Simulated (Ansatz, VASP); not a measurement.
One calculation of Ca, two programs

INCAR

```
ALGO = Normal
EDIFF = 1E-7
ENCUT = 520
ISIF = 2
ISMEAR = 0
LASPH = True
LCHARG = True
LELF = True
LREAL = False
LVHAR = True
LWAVE = False
NBANDS = 11
NELM = 80
PREC = Accurate
SIGMA = 0.15
```

The input KPOINTS:

```
k-points
0
Gamma
  14 14 14
```

File POSCAR:

```
Ca
1.0
    3.4014399315      0.0000000000      0.0000000000
    0.0000000000      3.4014399315      0.0000000000
    0.0000000000      0.0000000000      3.3142235230
Ca
1
Direct
    0.0000000000      0.0000000000      0.0000000000
```

Input for Ansatz:

```yaml
crystal:
  lattice:
    - [3.4014399315, 0.0, 0.0]
    - [0.0, 3.4014399315, 0.0]
    - [0.0, 0.0, 3.314223523]
  atoms:
    - { symbol: Ca, position: [0.0, 0.0, 0.0] }
basis:
  ecutwfc: 420
kpoints:
  mp_grid: { grid: [14, 14, 14] }
hamiltonian:
  xc: lda
scf:
  occupations: { method: gaussian, width: 0.15 }
output:
  forces: true
  stress: true
  eigenvalues: true
```

Change from the starting cell: strain -0.025 along x and y, -0.050 along z, atoms carried along.

Alike in both runs: task single point; functional LDA; k mesh 14 × 14 × 14; occupations gaussian, width 0.15 eV; no spin polarisation.

|  | VASP | Ansatz |
| --- | --- | --- |
| version | VASP 6.6.1 | Ansatz 0.2.0 |
| potentials or method | VASP PAW LDA potentials, release 64 (Ca_sv), cutoff 520 eV | scalar-relativistic, plane waves, PAW |
| valence electrons in the cell | 10 | 10 |

Ansatz gave:

| Item | Value |
| --- | --- |
| gap on the k mesh at the Fermi level (eV) | none |
| pressure (GPa) | -0.1 |
| traceless stress, the component that is largest in VASP (GPa) | 1.12 |

Task: Which values does VASP return?

Result: gap on the k mesh at the Fermi level (eV): none; pressure (GPa): -0.1; traceless stress, the component that is largest in VASP (GPa): 1.13.

LDA's correlation is that of Perdew and Zunger in VASP and of Perdew and Wang (1992) in Ansatz. A gap of «none» marks a metal or a gap that the smearing closes.
